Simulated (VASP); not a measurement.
# SiC (P1) in VASP: single point with PBE

Aim: the single point of SiC with PBE.

Program: VASP 6.6.1. These are calculated values, not measurements. Logs are shortened: lines on timing, memory, paths and dates and some standing lists are left out, and cuts for length are marked.

## Step 1: The cell of the first run

The typed cell holds 8 atoms: a = 3.094 Å, b = 3.094 Å, c = 10.129 Å, α = 90.00°, β = 90.00°, γ = 120.00°.

## Step 2: Single point, PBE (atom 3 (Si) moved +0.405 Å towards its neighbour atom 3 (Si) at 3.094 Å)

File INCAR:

```
PREC = Accurate
ENCUT = 520
EDIFF = 1E-6
ISMEAR = 0
SIGMA = 0.05
LREAL = F
LASPH = T
NELM = 60
ALGO = Normal
ISIF = 2
LWAVE = F
LCHARG = F
GGA = PE
NBANDS = 26
```

File KPOINTS:

```
regular mesh
0
Gamma
  12 12 4
```

File POSCAR:

```
SiC
1.0
    3.0941201807      0.0000000000      0.0000000000
   -1.5470600903      2.6795866789      0.0000000000
    0.0000000000      0.0000000000     10.1293391985
Si C
4 4
Direct
    0.6666666667      0.3333333333      0.9378441878
    0.3333333333      0.6666666667      0.4378441878
   -0.1308934289     -0.1308934289      0.6878995565
    0.0000000000      0.0000000000      0.1878995565
    0.6666666667      0.3333333333      0.7498074459
    0.3333333333      0.6666666667      0.2498074459
    0.0000000000      0.0000000000      0.5004478098
    0.0000000000      0.0000000000      0.0004478098
```

Potentials or basis: VASP PAW PBE potentials, release 64 (Si, C).

Run with:

```bash
cat potpaw_PBE.64/Si/POTCAR potpaw_PBE.64/C/POTCAR > POTCAR
mpirun -np 1 vasp_std > vasp.out
```

OUTCAR:

```text
PREC = Accurate
   ENCUT = 520
   EDIFF = 1E-6
   ISMEAR = 0
   LREAL = F
   LASPH = T
   NELM = 60
   ISIF = 2
   GGA = PE

 ion  position               nearest neighbor table
   1  0.667  0.333  0.938-   8 1.90   8 1.90   8 1.90   5 1.90   3 2.92   4 3.10   4 3.10   4 3.10
                             3 3.12
   2  0.333  0.667  0.438-   7 1.90   7 1.90   7 1.90   6 1.90   3 2.92   4 3.10   4 3.10   4 3.10
                             3 3.13
   3  0.869  0.869  0.688-   5 1.58   5 1.94   7 1.94   5 2.24   1 2.92   2 2.92   1 3.12   2 3.13

   4  0.000  0.000  0.188-   6 1.89   6 1.89   6 1.89   8 1.90   2 3.10   2 3.10   2 3.10   1 3.10
                             1 3.10   1 3.10
   5  0.667  0.333  0.750-   3 1.58   1 1.90   3 1.94   3 2.24
   6  0.333  0.667  0.250-   4 1.89   4 1.89   4 1.89   2 1.90
   7  0.000  0.000  0.500-   2 1.90   2 1.90   2 1.90   3 1.94
   8  0.000  0.000  0.000-   1 1.90   1 1.90   1 1.90   4 1.90

  LATTYP: Found a hexagonal cell.
 ALAT       =     3.0941201807
 C/A-ratio  =     3.2737381249

  Lattice vectors:

 A1 = (   3.0941201807,   0.0000000000,   0.0000000000)
 A2 = (  -1.5470600903,   2.6795866789,   0.0000000000)
 A3 = (   0.0000000000,   0.0000000000,  10.1293391985)

Analysis of symmetry for initial positions (statically):
=====================================================================
 Subroutine PRICEL returns:
 Original cell was already a primitive cell.

 Routine SETGRP: Setting up the symmetry group for a
 hexagonal supercell.

 Subroutine GETGRP returns: Found  1 space group operations
 (whereof  1 operations were pure point group operations)
 out of a pool of 24 trial point group operations.

The static configuration has the point symmetry C_1 .

Analysis of symmetry for dynamics (positions and initial velocities):
=====================================================================
 Subroutine PRICEL returns:
 Original cell was already a primitive cell.

 Routine SETGRP: Setting up the symmetry group for a
 hexagonal supercell.

 Subroutine GETGRP returns: Found  1 space group operations
 (whereof  1 operations were pure point group operations)
 out of a pool of 24 trial point group operations.

The dynamic configuration has the point symmetry C_1 .

 Subroutine INISYM returns: Found  1 space group operations
 (whereof  1 operations are pure point group operations),
 and found     1 'primitive' translations

----------------------------------------------------------------------------------------

                                     Primitive cell

  volume of cell :      83.9820

  direct lattice vectors                    reciprocal lattice vectors
     3.094120181  0.000000000  0.000000000     0.323193652  0.186595942  0.000000000
    -1.547060090  2.679586679  0.000000000     0.000000000  0.373191884  0.000000000
     0.000000000  0.000000000 10.129339199     0.000000000  0.000000000  0.098723123

  length of vectors
     3.094120181  3.094120181 10.129339199     0.373191884  0.373191884  0.098723123

  position of ions in fractional coordinates (direct lattice)
     0.666666667  0.333333333  0.937844188
     0.333333333  0.666666667  0.437844188
     0.869106571  0.869106571  0.687899556
     0.000000000  0.000000000  0.187899556
     0.666666667  0.333333333  0.749807446
     0.333333333  0.666666667  0.249807446
     0.000000000  0.000000000  0.500447810
     0.000000000  0.000000000  0.000447810

  ion indices of the primitive-cell ions
   primitive index   ion index
                 1           1
                 2           2
                 3           3
                 4           4
                 5           5
                 6           6
                 7           7
                 8           8

----------------------------------------------------------------------------------------

 KPOINTS: regular mesh

Automatic generation of k-mesh.
 Grid dimensions read from file:
 generate k-points for:   12   12    4

 Generating k-lattice:

  Cartesian coordinates                     Fractional coordinates (reciprocal lattice)
     0.026932804  0.015549662  0.000000000     0.083333333  0.000000000  0.000000000
     0.000000000  0.031099324  0.000000000     0.000000000  0.083333333  0.000000000
     0.000000000  0.000000000  0.024680781     0.000000000  0.000000000  0.250000000

  Length of vectors
     0.031099324  0.031099324  0.024680781

  Shift w.r.t. Gamma in fractional coordinates (k-lattice)
     0.000000000  0.000000000  0.000000000

 Subroutine IBZKPT returns following result:
 ===========================================

 Found    292 irreducible k-points:

 Following reciprocal coordinates:
            Coordinates               Weight
  0.000000  0.000000  0.000000      1.000000
  0.083333  0.000000  0.000000      2.000000
  0.000000  0.083333  0.000000      2.000000
 -0.083333  0.083333  0.000000      2.000000
  0.166667  0.000000  0.000000      2.000000
  0.000000  0.166667  0.000000      2.000000
[... 16 lines left out ...]
  0.166667  0.083333  0.000000      2.000000
 -0.083333  0.250000  0.000000      2.000000
 [... further k-points ...]
   k-points           NKPTS =    292   k-points in BZ     NKDIM =    292   number of bands    NBANDS=     26
   number of dos      NEDOS =    301   number of ions     NIONS =      8
   total plane-waves  NPLWV =  46080
   dimension x,y,z NGX =    24 NGY =   24 NGZ =   80
   dimension x,y,z NGXF=    48 NGYF=   48 NGZF=  160
   ions per type =               4   4
   NGX,Y,Z   is equivalent  to a cutoff of  12.90, 12.90, 13.13 a.u.
   NGXF,Y,Z  is equivalent  to a cutoff of  25.79, 25.79, 26.26 a.u.
 SYSTEM =  unknown system
   PREC   = accura    normal or accurate (medium, high low for compatibility)
   ISTART =      0    job   : 0-new  1-cont  2-samecut
   ICHARG =      2    charge: 1-file 2-atom 10-const
   ISPIN  =      1    spin polarized calculation?
   LNONCOLLINEAR =      F non collinear calculations
   LSORBIT =      F    spin-orbit coupling
   LASPH  =      T    aspherical Exc in radial PAW
   ENCUT  =  520.0 eV  38.22 Ry    6.18 a.u.   5.75  5.75 18.83*2*pi/ulx,y,z
   NELM   =     60;   NELMIN=  2; NELMDL= -5     # of ELM steps
   EDIFF  = 0.1E-05   stopping-criterion for ELM
   LREAL  =      F    real-space projection
   EDIFFG = 0.1E-04   stopping-criterion for IOM
   NSW    =      0    number of steps for IOM
   IBRION =     -1    ionic relax: 0-MD 1-quasi-New 2-CG
   NFREE  =      0    steps in history (QN), initial steepest desc. (CG)
   ISIF   =      2    stress and relaxation
   ISYM   =      2    0-nonsym 1-usesym 2-fastsym
   POTIM  = 0.5000    time-step for ionic-motion
   TEBEG  =    0.0;   TEEND  =   0.0 temperature during run
   PSTRESS=    0.0 pullay stress
   NELECT =      32.0000    total number of electrons
   NUPDOWN=      -1.0000    fix difference up-down
   EMIN   =  10.00;   EMAX   =-10.00  energy-range for DOS
   EFERMI =   0.00;   METHOD = LEGACY
   ISMEAR =     0;   SIGMA  =   0.05  broadening in eV -4-tet -1-fermi 0-gaus
   EFERMI_NEDOS =   21; number of points for ismear=-14 and -15
   IALGO  =     38    algorithm
   IMIX   =      4    mixing-type and parameters
     AMIX     =   0.40;   BMIX     =  1.00
     AMIX_MAG =   1.60;   BMIX_MAG =  1.00
  volume/ion in A,a.u.               =      10.50        70.84
  Fermi-wavevector in a.u.,A,eV,Ry     =   1.186851  2.242823 19.165368  1.408615
  Thomas-Fermi vector in A             =   2.323015
   LORBIT       =      0    0 simple, 1 ext, 2 COOP (PROOUT), +10 PAW based schemes
   GGA     = PE    functional components
   LHFCALC =     F    Hartree Fock is set to
   AEXX    =    0.0000 exact exchange contribution
   IVDW    =     0    specifies the selected vdW correction
   LEPSILON=     F    determine dielectric tensor
   LRPA    =     F    only Hartree local field effects (RPA)
 non-spin polarized calculation
 Gauss-broadening in eV      SIGMA  =   0.05
  energy-cutoff  :      520.00
  volume of cell :       83.98
 maximum number of plane-waves:      2280
   NGX = 11   NGY = 11   NGZ = 37

 number of electron      32.0000001 magnetization

 Free energy of the ion-electron system (eV)
  ---------------------------------------------------
  ext. energy  EPLUGINS =         0.00000000
  ---------------------------------------------------
  free energy    TOTEN  =       -58.56659710 eV

  energy without entropy =      -58.56659710  energy(sigma->0) =      -58.56659710

 E-fermi :   9.0242     XC(G=0): -11.2892

 val. band max:        8.7942126650   @ k =   0.0000   0.0000   0.0000
 cond. band min:       9.8556922317   @ k =   0.5000   0.5000   0.0000
 fundamental gap:      1.0614795666
 Fermi energy:         9.0241627586

 k-point     1 :       0.0000    0.0000    0.0000
  band No.  band energies     occupation
      1      -7.3874      2.00000
      2      -6.2224      2.00000
      3      -6.2016      2.00000
      4      -3.9078      2.00000
      5      -0.5248      2.00000
      6       3.5702      2.00000
[... 18 lines left out ...]
     25      15.3338      0.00000
     26      15.6182      0.00000

 k-point     2 :       0.0833    0.0000    0.0000
  band No.  band energies     occupation
      1      -7.2696      2.00000
      2      -6.1096      2.00000
      3      -6.0867      2.00000
      4      -3.8094      2.00000
      5      -0.4168      2.00000
      6       3.5962      2.00000
[... 18 lines left out ...]
     25      15.5924      0.00000
[... 608 lines left out ...]
     25      15.9301      0.00000
     26      16.3156      0.00000

 k-point    24 :      -0.0833    0.2500    0.0000
  band No.  band energies     occupation
      1      -6.5626      2.00000
      2      -5.4347      2.00000
      3      -5.4026      2.00000
      4      -3.2454      2.00000
      5       0.2056      2.00000
      6       2.9413      2.00000
[... 18 lines left out ...]
     25      15.7979      0.00000
     26      16.4859      0.00000

 [... further k-points ...]

------------------------ aborting loop because EDIFF is reached ----------------------------------------

  FORCE on cell =-STRESS in cart. coord.  units (eV):
  Direction    XX          YY          ZZ          XY          YZ          ZX
  --------------------------------------------------------------------------------------
  -------------------------------------------------------------------------------------
  Total       -0.2775084      7.5179541      1.0771253     -1.1149957     -3.8045999      1.1148325
  in kB       -5.2942032    143.4247663     20.5490005    -21.2714777    -72.5827585     21.2683655
  external PRESSURE =      52.8931879 kB  Pullay stress =       0.0000000 kB

 VOLUME and BASIS-vectors are now :
 -----------------------------------------------------------------------------
  energy-cutoff  :      520.00
  volume of cell :       83.98
      direct lattice vectors                 reciprocal lattice vectors
     3.094120181  0.000000000  0.000000000     0.323193652  0.186595942  0.000000000
    -1.547060090  2.679586679  0.000000000     0.000000000  0.373191884  0.000000000
     0.000000000  0.000000000 10.129339199     0.000000000  0.000000000  0.098723123

 POSITION                                       TOTAL-FORCE (eV/Angst)
 -----------------------------------------------------------------------------------
      1.54706      0.89320      9.49974        -0.059810     -0.078914     -0.119783
     -0.00000      1.78639      4.43507        -0.122592     -0.063155     -0.061764
      1.34456      2.32885      6.96797         0.330831      9.910019     -3.122498
      0.00000      0.00000      1.90330        -0.016798     -0.014801      0.004032
      1.54706      0.89320      7.59505         0.283730     -8.919822      3.010200
     -0.00000      1.78639      2.53038        -0.034836     -0.073275     -0.015422
      0.00000      0.00000      5.06921        -0.368832     -0.762319      0.329826
      0.00000      0.00000      0.00454        -0.011693      0.002267     -0.024591
 -----------------------------------------------------------------------------------
    total drift:                               -0.000079     -0.000132     -0.000869

  FREE ENERGIE OF THE ION-ELECTRON SYSTEM (eV)
  ---------------------------------------------------
  free  energy   TOTEN  =       -58.5665971023 eV

  energy  without entropy=      -58.5665971023  energy(sigma->0) =      -58.56659710
```

Run time: 12 min. Hardware: 1 thread of Intel Xeon 8259CL, shared host; peak memory 0.55 GiB.

What came out:

* Free energy: -58.5666 eV
* Pressure: 5.3 GPa
* Largest force: 10.396 eV/Å
* Band gap on the k mesh: 1.06 eV (least direct gap 2.53 eV)

Forces on the atoms (eV/Å):
```
Si  -0.060 -0.079 -0.120
Si  -0.123 -0.063 -0.062
Si   0.331  9.910 -3.122
Si  -0.017 -0.015  0.004
C    0.284 -8.920  3.010
C   -0.035 -0.073 -0.015
C   -0.369 -0.762  0.330
C   -0.012  0.002 -0.025
```

Levels at points of the mesh, in eV from the valence-band top:
```tsv
k point	band 14	band 15	band 16	band 17	band 18	band 19
(0.00, 0.00, 0.00)	-1.00	-0.77	0.00	3.85	4.60	5.00
(0.50, 0.00, 0.00)	-2.79	-2.44	-2.00	1.31	1.47	2.99
(0.00, 0.50, 0.00)	-2.76	-2.43	-1.58	1.30	1.54	3.39
(0.50, 0.50, 0.00)	-2.71	-2.44	-1.47	1.06	1.43	3.03
(0.00, 0.00, 0.50)	-1.01	-0.99	-0.02	3.93	4.34	5.36
(0.50, 0.00, 0.50)	-3.17	-2.53	-2.34	1.55	1.83	3.00
(0.00, 0.50, 0.50)	-3.06	-2.34	-1.83	1.69	1.86	3.24
(0.50, 0.50, 0.50)	-3.29	-2.32	-1.73	1.30	1.85	2.95
```

Caveat: the cell differs from its parent crystal (atom 3 (Si) moved +0.405 Å towards its neighbour atom 3 (Si) at 3.094 Å); the stress differs along the axes, from -1 to 14 GPa; forces of over 1 eV/Å act on the atoms, so gaps and moduli don't describe the material at rest. A k mesh can miss the band edges.
